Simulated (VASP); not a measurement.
A run of VASP 6.6.1 is set up as follows.

INCAR

```
SYSTEM = HfN
ALGO = Normal
EDIFF = 1E-6
ENCUT = 600
GGA = PS
GGA_COMPAT = .False.
ISIF = 2
ISMEAR = 0
LASPH = .True.
LCHARG = .False.
LREAL = .False.
LWAVE = .False.
NBANDS = 23
NELM = 120
PREC = Accurate
SIGMA = 0.1
```

The input KPOINTS:

```
k-points
0
Gamma
  4 8 8
  0 0 0
```

POSCAR

```
HfN
1.0
    0.0000000000      4.9096440000      4.9096440000
    2.4548220000      0.0000000000      2.4548220000
    2.4548220000      2.4548220000      0.0000000000
Hf N
2 2
Direct
    0.0000000000      0.0000000000      0.0000000000
    0.5000000000      0.0000000000      0.0000000000
    0.3750000000      0.7500000000      0.7500000000
    0.8750000000      0.7500000000      0.7500000000
```

Potentials or basis: VASP PAW PBE potentials, release 64 (Hf_pv, N).

Run with:

```console
$ cat potpaw_PBE.64/Hf_pv/POTCAR potpaw_PBE.64/N/POTCAR > POTCAR
$ mpirun -np 1 vasp_std > vasp.out
```

**Question.** Estimate the pressure.

**Answer.** -6.2 GPa.

**Question.** Predict the band gap on the k mesh.

**Answer.** Zero (bands 15 and 16 overlap by 2.09 eV).

Caveat: the cell stands under tension; the PAW data sets were made with another functional, which shifts forces and pressure a little; spin-orbit coupling is left out, which moves the levels of the heavy elements.
